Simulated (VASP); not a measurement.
# BAs (I-4m2) in VASP: notebook

The runs below take BAs through single point, with PBE.

All numbers are computed with VASP 6.6.1; they aren't measurements. Logs are shortened: lines on timing, memory, paths and dates and some standing lists are left out, and cuts for length are marked.

### Step 1. The cell of the first run

Symmetry: I-4m2, No. 119, tetragonal system. Conventional cell: a = 3.243 Å, b = 3.243 Å, c = 5.159 Å, α = 90.00°, β = 90.00°, γ = 90.00°. Within 2.7 Å of B (site symmetry -4m2) lie 4 As at 2.07 Å. As (site symmetry -4m2) has 4 B at 2.07 Å within 2.7 Å.

### Step 2. Single point, PBE (strain -0.040 along x and y, +0.080 along z)

Contents of INCAR:

```
PREC = Accurate
ENCUT = 520
EDIFF = 1E-7
ISMEAR = 0
SIGMA = 0.05
LREAL = F
LASPH = T
NELM = 60
ALGO = Normal
ISIF = 2
LWAVE = F
LCHARG = F
GGA = PE
NBANDS = 11
```

Contents of KPOINTS:

```
Automatic mesh
0
Gamma
  10 10 10
```

Contents of POSCAR:

```
BAs
1.0
    0.0000000000      2.2929600000      2.5795800000
    2.2929600000      0.0000000000      2.5795800000
    2.2929600000      2.2929600000      0.0000000000
B As
1 1
Direct
    0.0000000000      0.0000000000      0.0000000000
    0.7500000000      0.7500000000      0.7500000000
```

Potentials or basis: VASP PAW PBE potentials, release 64 (B, As).

Run with:

```
$ cat potpaw_PBE.64/B/POTCAR potpaw_PBE.64/As/POTCAR > POTCAR
$ mpirun -np 1 vasp_std > vasp.out
```

OUTCAR:

```text
PREC = Accurate
   ENCUT = 520
   EDIFF = 1E-7
   ISMEAR = 0
   LREAL = F
   LASPH = T
   NELM = 60
   ISIF = 2
   GGA = PE

 ion  position               nearest neighbor table
   1  0.000  0.000  0.000-   2 2.07   2 2.07   2 2.07   2 2.07
   2  0.750  0.750  0.750-   1 2.07   1 2.07   1 2.07   1 2.07

  LATTYP: Found a body centered tetragonal cell.
 ALAT       =     3.2427351300
 C/A-ratio  =     1.5909902577

  Lattice vectors:

 A1 = (  -2.2929600000,   0.0000000000,   2.5795800000)
 A2 = (   2.2929600000,   0.0000000000,   2.5795800000)
 A3 = (   0.0000000000,   2.2929600000,  -2.5795800000)

Analysis of symmetry for initial positions (statically):
=====================================================================
 Subroutine PRICEL returns:
 Original cell was already a primitive cell.

 Routine SETGRP: Setting up the symmetry group for a
 body centered tetragonal supercell.

 Subroutine GETGRP returns: Found  8 space group operations
 (whereof  8 operations were pure point group operations)
 out of a pool of 16 trial point group operations.

The static configuration has the point symmetry D_2d.

Analysis of symmetry for dynamics (positions and initial velocities):
=====================================================================
 Subroutine PRICEL returns:
 Original cell was already a primitive cell.

 Routine SETGRP: Setting up the symmetry group for a
 body centered tetragonal supercell.

 Subroutine GETGRP returns: Found  8 space group operations
 (whereof  8 operations were pure point group operations)
 out of a pool of 16 trial point group operations.

The dynamic configuration has the point symmetry D_2d.

 Subroutine INISYM returns: Found  8 space group operations
 (whereof  8 operations are pure point group operations),
 and found     1 'primitive' translations

----------------------------------------------------------------------------------------

                                     Primitive cell

  volume of cell :      27.1251

  direct lattice vectors                    reciprocal lattice vectors
     0.000000000  2.292960000  2.579580000    -0.218058754  0.218058754  0.193830003
     2.292960000  0.000000000  2.579580000     0.218058754 -0.218058754  0.193830003
     2.292960000  2.292960000  0.000000000     0.218058754  0.218058754 -0.193830003

  length of vectors
     3.451361838  3.451361838  3.242735130     0.364237986  0.364237986  0.364237986

  position of ions in fractional coordinates (direct lattice)
     0.000000000  0.000000000  0.000000000
     0.750000000  0.750000000  0.750000000

  ion indices of the primitive-cell ions
   primitive index   ion index
                 1           1
                 2           2

----------------------------------------------------------------------------------------

 KPOINTS: Automatic mesh

Automatic generation of k-mesh.
 Grid dimensions read from file:
 generate k-points for:   10   10   10

 Generating k-lattice:

  Cartesian coordinates                     Fractional coordinates (reciprocal lattice)
    -0.021805875  0.021805875  0.019383000     0.100000000  0.000000000  0.000000000
     0.021805875 -0.021805875  0.019383000     0.000000000  0.100000000  0.000000000
     0.021805875  0.021805875 -0.019383000     0.000000000  0.000000000  0.100000000

  Length of vectors
     0.036423799  0.036423799  0.036423799

  Shift w.r.t. Gamma in fractional coordinates (k-lattice)
     0.000000000  0.000000000  0.000000000

 Subroutine IBZKPT returns following result:
 ===========================================

 Found    102 irreducible k-points:

 Following reciprocal coordinates:
            Coordinates               Weight
  0.000000  0.000000  0.000000      1.000000
  0.100000  0.000000  0.000000      8.000000
  0.200000  0.000000  0.000000      8.000000
  0.300000  0.000000  0.000000      8.000000
  0.400000  0.000000  0.000000      8.000000
  0.500000  0.000000  0.000000      4.000000
[... 16 lines left out ...]
  0.300000  0.300000  0.000000      2.000000
  0.400000  0.300000  0.000000      8.000000
 [... further k-points ...]
   k-points           NKPTS =    102   k-points in BZ     NKDIM =    102   number of bands    NBANDS=     11
   number of dos      NEDOS =    301   number of ions     NIONS =      2
   total plane-waves  NPLWV =  18816
   dimension x,y,z NGX =    28 NGY =   28 NGZ =   24
   dimension x,y,z NGXF=    56 NGYF=   56 NGZF=   48
   ions per type =               1   1
   NGX,Y,Z   is equivalent  to a cutoff of  13.49, 13.49, 12.30 a.u.
   NGXF,Y,Z  is equivalent  to a cutoff of  26.97, 26.97, 24.61 a.u.
 SYSTEM =  unknown system
   PREC   = accura    normal or accurate (medium, high low for compatibility)
   ISTART =      0    job   : 0-new  1-cont  2-samecut
   ICHARG =      2    charge: 1-file 2-atom 10-const
   ISPIN  =      1    spin polarized calculation?
   LNONCOLLINEAR =      F non collinear calculations
   LSORBIT =      F    spin-orbit coupling
   LASPH  =      T    aspherical Exc in radial PAW
   ENCUT  =  520.0 eV  38.22 Ry    6.18 a.u.   6.42  6.42  6.03*2*pi/ulx,y,z
   NELM   =     60;   NELMIN=  2; NELMDL= -5     # of ELM steps
   EDIFF  = 0.1E-06   stopping-criterion for ELM
   LREAL  =      F    real-space projection
   EDIFFG = 0.1E-05   stopping-criterion for IOM
   NSW    =      0    number of steps for IOM
   IBRION =     -1    ionic relax: 0-MD 1-quasi-New 2-CG
   NFREE  =      0    steps in history (QN), initial steepest desc. (CG)
   ISIF   =      2    stress and relaxation
   ISYM   =      2    0-nonsym 1-usesym 2-fastsym
   POTIM  = 0.5000    time-step for ionic-motion
   TEBEG  =    0.0;   TEEND  =   0.0 temperature during run
   PSTRESS=    0.0 pullay stress
   NELECT =       8.0000    total number of electrons
   NUPDOWN=      -1.0000    fix difference up-down
   EMIN   =  10.00;   EMAX   =-10.00  energy-range for DOS
   EFERMI =   0.00;   METHOD = LEGACY
   ISMEAR =     0;   SIGMA  =   0.05  broadening in eV -4-tet -1-fermi 0-gaus
   EFERMI_NEDOS =   21; number of points for ismear=-14 and -15
   IALGO  =     38    algorithm
   IMIX   =      4    mixing-type and parameters
     AMIX     =   0.40;   BMIX     =  1.00
     AMIX_MAG =   1.60;   BMIX_MAG =  1.00
  volume/ion in A,a.u.               =      13.56        91.52
  Fermi-wavevector in a.u.,A,eV,Ry     =   1.089718  2.059269 16.156722  1.187486
  Thomas-Fermi vector in A             =   2.225927
   LORBIT       =      0    0 simple, 1 ext, 2 COOP (PROOUT), +10 PAW based schemes
   GGA     = PE    functional components
   LHFCALC =     F    Hartree Fock is set to
   AEXX    =    0.0000 exact exchange contribution
   IVDW    =     0    specifies the selected vdW correction
   LEPSILON=     F    determine dielectric tensor
   LRPA    =     F    only Hartree local field effects (RPA)
 non-spin polarized calculation
 Gauss-broadening in eV      SIGMA  =   0.05
  energy-cutoff  :      520.00
  volume of cell :       27.13
 maximum number of plane-waves:       743
 NGX is ok and might be reduce to    28
   NGX = 13   NGY = 13   NGZ = 13

 number of electron       8.0000000 magnetization

 Free energy of the ion-electron system (eV)
  ---------------------------------------------------
  ext. energy  EPLUGINS =         0.00000000
  ---------------------------------------------------
  free energy    TOTEN  =       -11.22236007 eV

  energy without entropy =      -11.22236000  energy(sigma->0) =      -11.22236003

 E-fermi :   6.7620     XC(G=0): -10.6200

 val. band max:        6.6264917223   @ k =   0.0000   0.0000   0.0000
 cond. band min:       6.9034190000   @ k =   0.4000   0.0000   0.4000
 fundamental gap:      0.2769272777
 Fermi energy:         6.7619987988

 k-point     1 :       0.0000    0.0000    0.0000
  band No.  band energies     occupation
      1      -9.2495      2.00000
      2       5.3195      2.00000
      3       6.6265      1.99987
      4       6.6265      1.99987
      5       9.3101      0.00000
      6       9.3101      0.00000
      7      10.0438      0.00000
      8      10.7028      0.00000
      9      15.8597      0.00000
     10      17.2253      0.00000
     11      18.4436      0.00000

 k-point     2 :       0.1000    0.0000    0.0000
  band No.  band energies     occupation
      1      -9.0834      2.00000
      2       4.5474      2.00000
      3       5.6809      2.00000
      4       6.3559      2.00000
      5       9.3094      0.00000
      6       9.7330      0.00000
      7      10.4093      0.00000
      8      11.6539      0.00000
      9      16.3636      0.00000
     10      16.7118      0.00000
     11      19.3892      0.00000

 k-point     3 :       0.2000    0.0000    0.0000
  band No.  band energies     occupation
      1      -8.5932      2.00000
      2       2.4066      2.00000
      3       4.8098      2.00000
      4       5.8702      2.00000
      5       8.9762      0.00000
      6      10.5686      0.00000
      7      10.9628      0.00000
      8      13.3118      0.00000
      9      16.3097      0.00000
     10      17.9295      0.00000
     11      18.2144      0.00000

 k-point     4 :       0.3000    0.0000    0.0000
  band No.  band energies     occupation
      1      -7.8152      2.00000
      2       0.1404      2.00000
      3       4.1741      2.00000
      4       5.4665      2.00000
      5       8.5670      0.00000
      6      11.2233      0.00000
      7      11.2554      0.00000
      8      14.6333      0.00000
      9      16.8826      0.00000
     10      18.0830      0.00000
     11      18.7948      0.00000
[... 239 lines left out ...]
 k-point    22 :      -0.2000    0.2000    0.0000
  band No.  band energies     occupation
      1      -7.4437      2.00000
      2       0.4395      2.00000
      3       1.6324      2.00000
      4       5.6753      2.00000
      5      10.5764      0.00000
      6      11.2857      0.00000
      7      11.6925      0.00000
      8      12.9307      0.00000
      9      16.6326      0.00000
     10      18.7211      0.00000
     11      20.0115      0.00000

 k-point    23 :       0.3000    0.3000    0.0000
  band No.  band energies     occupation
      1      -7.5980      2.00000
      2       0.1100      2.00000
      3       3.6820      2.00000
      4       3.6820      2.00000
      5       8.5779      0.00000
      6      10.3004      0.00000
      7      14.5233      0.00000
      8      14.5233      0.00000
      9      16.2108      0.00000
     10      20.5165      0.00000
     11      22.6636      0.00000

 k-point    24 :       0.4000    0.3000    0.0000
  band No.  band energies     occupation
      1      -6.9433      2.00000
      2      -0.9395      2.00000
      3       2.6595      2.00000
      4       3.4361      2.00000
      5       8.8989      0.00000
      6      10.3781      0.00000
      7      14.7392      0.00000
      8      15.2813      0.00000
      9      17.4311      0.00000
     10      21.3495      0.00000
     11      22.7547      0.00000

 [... further k-points ...]
[... 5 lines left out ...]
  --------------------------------------------------------------------------------------
  -------------------------------------------------------------------------------------
  Total        2.3066675      2.3066675     -2.5350890      0.0000000     -0.0000000     -0.0000000
  in kB      136.2459563    136.2459563   -149.7379335      0.0000000     -0.0000000     -0.0000000
  external PRESSURE =      40.9179930 kB  Pullay stress =       0.0000000 kB

 VOLUME and BASIS-vectors are now :
 -----------------------------------------------------------------------------
  energy-cutoff  :      520.00
  volume of cell :       27.13
      direct lattice vectors                 reciprocal lattice vectors
     0.000000000  2.292960000  2.579580000    -0.218058754  0.218058754  0.193830003
     2.292960000  0.000000000  2.579580000     0.218058754 -0.218058754  0.193830003
     2.292960000  2.292960000  0.000000000     0.218058754  0.218058754 -0.193830003

 POSITION                                       TOTAL-FORCE (eV/Angst)
 -----------------------------------------------------------------------------------
      0.00000      0.00000      0.00000         0.000000      0.000000     -0.000000
      3.43944      3.43944      3.86937        -0.000000     -0.000000      0.000000
 -----------------------------------------------------------------------------------
    total drift:                                0.000000      0.000000     -0.000000

  FREE ENERGIE OF THE ION-ELECTRON SYSTEM (eV)
  ---------------------------------------------------
  free  energy   TOTEN  =       -11.2223600712 eV

  energy  without entropy=      -11.2223599969  energy(sigma->0) =      -11.22236003
```

It took 45 s on 1 thread of Intel Xeon 8259CL, shared host; peak memory 0.17 GiB.

What came out:

- Free energy: -11.2224 eV
- Pressure: 4.1 GPa
- Band gap on the k mesh: 0.28 eV, indirect (least direct gap 2.68 eV)

Stress tensor (GPa, compression positive):
```
 13.62   0.00   0.00
  0.00  13.62   0.00
  0.00   0.00 -14.97
```

Levels at points of the mesh, in eV from the valence-band top:
```tsv
k point	band 2	band 3	band 4	band 5	band 6	band 7
(0.00, 0.00, 0.00)	-1.31	0.00	0.00	2.68	2.68	3.42
(0.50, 0.00, 0.00)	-9.24	-3.00	-1.49	1.54	4.67	4.85
(0.50, 0.50, 0.00)	-9.58	-3.73	-3.73	1.91	2.05	10.79
(0.50, 0.00, 0.50)	-8.65	-4.95	-4.73	0.54	0.60	9.70
```

Caveat: the cell differs from its parent crystal (strain -0.040 along x and y, +0.080 along z). A k mesh can miss the band edges.

### Step 3. Single point, PBE (strain +0.040 along x and y, -0.080 along z)

Contents of INCAR:

```
SYSTEM = BAs
PREC     = Accurate       ! precision mode
ENCUT    = 520            ! plane-wave cutoff, eV
EDIFF    = 1E-7           ! SCF threshold, eV
ISMEAR   = 0              ! smearing method
SIGMA    = 0.05           ! smearing width, eV
LREAL    = .False.        ! projectors in reciprocal space
LASPH    = .True.         ! aspherical terms in the spheres
NELM     = 80             ! most SCF steps
ALGO     = Normal         ! electronic algorithm
ISIF     = 2              ! what is computed and relaxed
LWAVE    = .False.        ! write WAVECAR
LCHARG   = .True.         ! write CHGCAR
GGA      = PE             ! functional
LELF     = .True.         ! ELF
LVHAR    = .True.       
NBANDS   = 11             ! bands
```

Contents of KPOINTS:

```
regular mesh
0
Gamma
  10 10 10
  0 0 0
```

Contents of POSCAR:

```
BAs
1.0
    0.0000000000      2.4840400000      2.1974200000
    2.4840400000      0.0000000000      2.1974200000
    2.4840400000      2.4840400000      0.0000000000
B As
1 1
Direct
    0.0000000000      0.0000000000      0.0000000000
    0.7500000000      0.7500000000      0.7500000000
```

Potentials or basis: VASP PAW PBE potentials, release 64 (B, As).

Run with:

```
$ cat potpaw_PBE.64/B/POTCAR potpaw_PBE.64/As/POTCAR > POTCAR
$ mpirun -np 1 vasp_std > vasp.out
```

It took 56 s on 1 thread of Intel Xeon 8259CL, shared host; peak memory 0.18 GiB.

Results (log left out):

| Property | Result |
| --- | --- |
| Free energy | -11.2509 eV |
| Pressure | 3.9 GPa |
| Band gap on the k mesh | zero (band 4 reaches 6.88 eV, above the bottom of band 5 at 6.32 eV) |

Stress tensor (GPa, compression positive):
```
-2.86  0.00  0.00
 0.00 -2.86  0.00
 0.00  0.00 17.33
```

Levels at points of the mesh, in eV from the Fermi level:
| k point | band 2 | band 3 | band 4 | band 5 | band 6 | band 7 |
| --- | --- | --- | --- | --- | --- | --- |
| (0.00, 0.00, 0.00) | -0.56 | -0.56 | 0.48 | 2.63 | 3.44 | 3.44 |
| (0.50, 0.00, 0.00) | -9.01 | -2.69 | -1.40 | 1.93 | 4.07 | 5.66 |
| (0.50, 0.50, 0.00) | -8.05 | -5.03 | -5.03 | 0.27 | 0.32 | 11.19 |
| (0.50, 0.00, 0.50) | -9.08 | -3.94 | -3.75 | 1.76 | 1.79 | 9.94 |

Caveat: the cell differs from its parent crystal (strain +0.040 along x and y, -0.080 along z).

### Step 4. Single point, PBE (strain +0.040 along x and y, -0.040 along z)

Contents of INCAR:

```
PREC = Accurate
ENCUT = 520
EDIFF = 1E-7
ISMEAR = 0
SIGMA = 0.05
LREAL = False
LASPH = True
NELM = 60
ALGO = Normal
ISIF = 2
LWAVE = False
LCHARG = False
GGA = PE
NBANDS = 11
```

Contents of KPOINTS:

```
Automatic mesh
0
Gamma
  10 10 10
```

Contents of POSCAR:

```
BAs
1.0
    0.0000000000      2.4840400000      2.2929600000
    2.4840400000      0.0000000000      2.2929600000
    2.4840400000      2.4840400000      0.0000000000
B As
1 1
Direct
    0.0000000000      0.0000000000      0.0000000000
    0.7500000000      0.7500000000      0.7500000000
```

Run with:

```
$ cat potpaw_PBE.64/B/POTCAR potpaw_PBE.64/As/POTCAR > POTCAR
$ mpirun -np 1 vasp_std > vasp.out
```

Wall time 51 s (1 thread of Intel Xeon 8259CL, shared host); peak memory 0.18 GiB.

Results (log left out):

| Property | Result |
| --- | --- |
| Free energy | -11.3426 eV |
| Pressure | -1.7 GPa |
| Band gap on the k mesh | 0.09 eV, indirect (least direct gap 2.46 eV) |

Stress tensor (GPa, compression positive):
```
-6.39  0.00  0.00
 0.00 -6.39  0.00
 0.00  0.00  7.63
```

Levels at points of the mesh, in eV from the valence-band top:
```
           k point  band 1  band 2  band 3  band 4  band 5  band 6  band 7  band 8
(0.00, 0.00, 0.00)  -15.52   -0.69   -0.69    0.00    2.46    2.98    2.98    3.69
(0.50, 0.00, 0.00)  -12.77   -8.97   -2.64   -1.79    1.75    3.97    4.84    8.40
(0.50, 0.50, 0.00)  -11.13   -8.35   -4.85   -4.85    0.40    0.44   10.57   10.57
(0.50, 0.00, 0.50)  -11.72   -8.98   -4.17   -4.05    1.34    1.35    9.83   10.73
```

Caveat: the cell differs from its parent crystal (strain +0.040 along x and y, -0.040 along z).

### Step 5. Single point, PBE (strain +0.080 along x and y, -0.080 along z)

Contents of INCAR:

```
PREC     = Accurate       # precision mode
ENCUT    = 520            # plane-wave cutoff, eV
EDIFF    = 1E-6           # SCF threshold, eV
ISMEAR   = 0              # smearing method
SIGMA    = 0.05           # smearing width, eV
LREAL    = F              # projectors in reciprocal space
LASPH    = T              # aspherical terms in the spheres
NELM     = 60             # most SCF steps
ALGO     = Normal         # electronic algorithm
ISIF     = 2              # what is computed and relaxed
LWAVE    = F              # write WAVECAR
LCHARG   = T              # write CHGCAR
GGA      = PE             # functional
LELF     = T              # ELF
LVHAR    = T            
NBANDS   = 11             # bands
```

Contents of KPOINTS:

```
regular mesh
0
Gamma
  10 10 10
```

Contents of POSCAR:

```
BAs
1.0
    0.0000000000      2.5795800000      2.1974200000
    2.5795800000      0.0000000000      2.1974200000
    2.5795800000      2.5795800000      0.0000000000
B As
1 1
Direct
    0.0000000000      0.0000000000      0.0000000000
    0.7500000000      0.7500000000      0.7500000000
```

Run with:

```
$ cat potpaw_PBE.64/B/POTCAR potpaw_PBE.64/As/POTCAR > POTCAR
$ mpirun -np 1 vasp_std > vasp.out
```

Wall time 49 s (1 thread of Intel Xeon 8259CL, shared host); peak memory 0.18 GiB.

Results (log left out):

```yaml
Free_energy: -11.1379 eV
Pressure: -5.8 GPa
Band_gap_on_the_k_mesh: zero (band 4 reaches 6.22 eV, above the bottom of band 5 at 5.37 eV)
```

Stress tensor (GPa, compression positive):
```
-13.47   0.00   0.00
  0.00 -13.47   0.00
  0.00   0.00   9.64
```

Levels at points of the mesh, in eV from the Fermi level:
| k point | band 2 | band 3 | band 4 | band 5 | band 6 | band 7 |
| --- | --- | --- | --- | --- | --- | --- |
| (0.00, 0.00, 0.00) | -0.73 | -0.73 | 0.52 | 2.34 | 3.26 | 3.38 |
| (0.50, 0.00, 0.00) | -8.56 | -2.77 | -1.27 | 1.26 | 3.81 | 5.57 |
| (0.50, 0.50, 0.00) | -7.59 | -4.95 | -4.95 | 0.10 | 0.12 | 10.40 |
| (0.50, 0.00, 0.50) | -8.82 | -3.61 | -3.40 | 1.87 | 1.91 | 8.85 |

Caveat: the cell differs from its parent crystal (strain +0.080 along x and y, -0.080 along z).

[end of part 1 of 2]
